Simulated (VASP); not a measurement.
Wanted: the native input for a VASP 6.6.1 run.

| Property | Result |
| --- | --- |
| Task | relaxation of cell and atoms |
| Functional | PBE0 |
| Potentials or basis | VASP PAW PBE potentials, release 64 (Zn) |
| Cutoff | 600 eV |
| k mesh | 6 × 6 × 6 |
| Occupations | fermi-dirac, width 0.05 eV |
| Spin | no spin polarisation |
| Dipole correction | no |
| Grid for exact exchange (PRECFOCK) | Normal |
| Further INCAR settings | ALGO = Normal; EDIFF = 1e-06; IBRION = 2; EDIFFG = -0.01; NSW = 60; ISIF = 3 |
| Share of exact exchange | 0.25 |

Crystal: Zn.

```xyz
1
Lattice="-1.5690 1.5690 1.5690 1.5690 -1.5690 1.5690 1.5690 1.5690 -1.5690" Properties=species:S:1:pos:R:3 pbc="T T T"
Zn    0.0000    0.0000    0.0000
```

This isn't the form of Zn at room conditions, which is hcp.

These files were run (other wordings do the same):

POSCAR

```
Zn
1.0
   -1.5690370000      1.5690370000      1.5690370000
    1.5690370000     -1.5690370000      1.5690370000
    1.5690370000      1.5690370000     -1.5690370000
Zn
1
Direct
    0.0000000000      0.0000000000      0.0000000000
```

INCAR.step1

```
SYSTEM = Zn
  PREC = Accurate
  ENCUT = 600
  EDIFF = 1E-5
  ISMEAR = -1
  SIGMA = 0.05
  LREAL = .FALSE.
  LASPH = .TRUE.
  NELM = 80
  ALGO = Normal
  LWAVE = .TRUE.
  LCHARG = .FALSE.
  GGA = PE
  NBANDS = 12
```

INCAR.step2

```
SYSTEM = Zn
  PREC = Accurate
  ENCUT = 600
  EDIFF = 1E-6
  ISMEAR = -1
  SIGMA = 0.05
  LREAL = .FALSE.
  LASPH = .TRUE.
  NELM = 80
  ALGO = Normal
  ISIF = 3
  LWAVE = .FALSE.
  LCHARG = .FALSE.
  GGA = PE
  LHFCALC = .TRUE.
  AEXX = 0.25
  PRECFOCK = Normal
  IBRION = 2
  NSW = 60
  EDIFFG = -0.01
  ISTART = 1
```

KPOINTS

```
Automatic mesh
0
G
  6 6 6
  0 0 0
```

Potentials or basis: VASP PAW PBE potentials, release 64 (Zn).

Launch:

```bash
$ cat potpaw_PBE.64/Zn/POTCAR > POTCAR
$ cp INCAR.step1 INCAR
$ mpirun -np 1 vasp_std > vasp.out
$ cp INCAR.step2 INCAR
$ mpirun -np 1 vasp_std > vasp.out
```

Results of the run:

```json
{
  "Relaxed volume": "15.42 Å³/atom",
  "Relaxed cell": "a = 2.716 Å, b = 2.716 Å, c = 2.716 Å, α = 109.47°, β = 109.47°, γ = 109.47°",
  "Space group after relaxing (to 0.1 Å)": "Im-3m (No. 229)",
  "Energy gained by relaxing": "0.0 meV/atom",
  "Ionic steps": "3",
  "Pressure after relaxing": "-0.1 GPa",
  "Band gap on the k mesh": "zero (bands 6 and 7 overlap by 6.54 eV)"
}
```

Caveat: the k points lie up to 0.47 Å⁻¹ apart in the final cell, too coarse for converged energies and pressures of a metal; the PAW data sets were made with another functional, which shifts forces and pressure a little.

Run time: 28 min on 1 thread of Intel(R) Xeon(R) Platinum 8259CL CPU @ 2.50GHz (Skylake/Cascade Lake), on a shared host, peak memory 0.15 GiB.
